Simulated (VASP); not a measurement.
# BN: single point with PBEsol

Crystal: BN.

```
CELL_PARAMETERS angstrom
2.51856 -0.02162 -0.00238
-1.27800 2.20024 -0.02153
-0.00666 -0.07351 6.96213
ATOMIC_POSITIONS crystal
B 0.34141 0.68144 0.25670
B 0.68064 0.33380 0.75268
N 0.34451 0.70123 0.75610
N 0.63344 0.28352 0.23451
```

This cell differs from its parent crystal: atoms moved at random and the cell strained at random.

| Property | Result |
| --- | --- |
| Program | VASP 6.6.1 |
| Task | single point |
| Functional | PBEsol |
| Potentials or basis | VASP PAW PBE potentials, release 64 (B, N) |
| Cutoff | 520 eV |
| k mesh | 12 × 12 × 4 |
| Occupations | gaussian, width 0.05 eV |
| Spin | no spin polarisation |
| Dipole correction | no |
| Further INCAR settings | ALGO = Normal; EDIFF = 1e-06; NBANDS = 16 |

```
Pressure               : -0.5 GPa
Largest force          : 6.544 eV/Å
Band gap on the k mesh : 3.27 eV, indirect (least direct gap 4.13 eV)
```

Forces in eV/Å, atoms in the order of the input:
```
B   -0.412 -6.259 -1.780
B   -1.665  2.985  0.372
N    1.665 -3.000 -0.408
N    0.412  6.274  1.816
```

Stress tensor (GPa, compression positive):
```
-10.29   6.16  -0.15
  6.16  10.19  -4.33
 -0.15  -4.33  -1.26
```

Levels at points of the mesh, in eV from the valence-band top:
| k point | band 5 | band 6 | band 7 | band 8 | band 9 | band 10 | band 11 | band 12 |
| --- | --- | --- | --- | --- | --- | --- | --- | --- |
| (0.00, 0.00, 0.00) | -2.95 | -2.66 | -0.66 | 0.00 | 4.18 | 9.18 | 9.28 | 9.58 |
| (0.50, 0.00, 0.00) | -4.73 | -4.41 | -1.80 | -0.85 | 3.95 | 5.37 | 8.18 | 8.61 |
| (0.00, 0.50, 0.00) | -3.92 | -3.51 | -1.25 | -0.77 | 3.39 | 4.03 | 9.06 | 9.55 |
| (0.50, 0.50, 0.00) | -4.80 | -4.19 | -2.06 | -1.12 | 4.04 | 5.57 | 8.53 | 9.26 |
| (0.00, 0.00, 0.50) | -2.95 | -2.66 | -0.66 | 0.00 | 5.70 | 7.15 | 9.20 | 9.57 |
| (0.50, 0.00, 0.50) | -4.72 | -4.41 | -1.50 | -1.15 | 4.26 | 4.79 | 8.33 | 8.62 |
| (0.00, 0.50, 0.50) | -3.92 | -3.52 | -1.04 | -0.88 | 3.27 | 3.77 | 9.35 | 9.59 |
| (0.50, 0.50, 0.50) | -4.80 | -4.19 | -1.66 | -1.54 | 4.45 | 4.87 | 8.72 | 9.31 |

Run time: 90 s on 1 thread of AMD EPYC 9R45 96-Core Processor (Zen 5), on a shared host, peak memory 0.23 GiB.

Caveat: the cell differs from its parent crystal (atoms moved at random and the cell strained at random); the PAW data sets were made with another functional, which shifts forces and pressure a little. A k mesh can miss the band edges.
